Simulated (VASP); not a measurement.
Here is a VASP 6.6.1 calculation.

INCAR

```
SYSTEM = EuBi
PREC = Accurate
ENCUT = 520
EDIFF = 1E-6
ISMEAR = 0
SIGMA = 0.05
LREAL = .False.
LASPH = .True.
NELM = 150
ALGO = Normal
ISIF = 2
LWAVE = .False.
LCHARG = .False.
ISPIN = 2
MAGMOM = 7.25 0
LORBIT = 11
LMAXMIX = 6
GGA = PE
NBANDS = 27
```

File KPOINTS:

```
Automatic mesh
0
Gamma
  8 8 8
  0 0 0
```

The input POSCAR:

```
EuBi
1.0
    0.0000000000      3.6416141711      3.6416141711
    3.6416141711      0.0000000000      3.6416141711
    3.6416141711      3.6416141711      0.0000000000
Eu Bi
1 1
Direct
    0.0000000000      0.0000000000      0.0000000000
    0.2500000000      0.2500000000      0.2500000000
```

Potentials or basis: VASP PAW PBE potentials, release 64 (Eu, Bi_d).

Command:

```bash
$ cat potpaw_PBE.64/Eu/POTCAR potpaw_PBE.64/Bi_d/POTCAR > POTCAR
$ mpirun -np 1 vasp_std > vasp.out
```

**Question.** Predict the pressure.

**Answer.** 1.1 GPa.

**Question.** Estimate the band gap on the k mesh.

**Answer.** Zero (filled and empty bands overlap).

**Question.** What does it give for the site moments?

**Answer.** Eu +6.40; Bi -0.32 μB.

Caveat: spin-orbit coupling is left out, which moves the levels of the heavy elements; without U or exact exchange the open f shell lies at the Fermi level, which spoils levels, moments and volumes. The state reached can hang on the start; a lower one may exist.
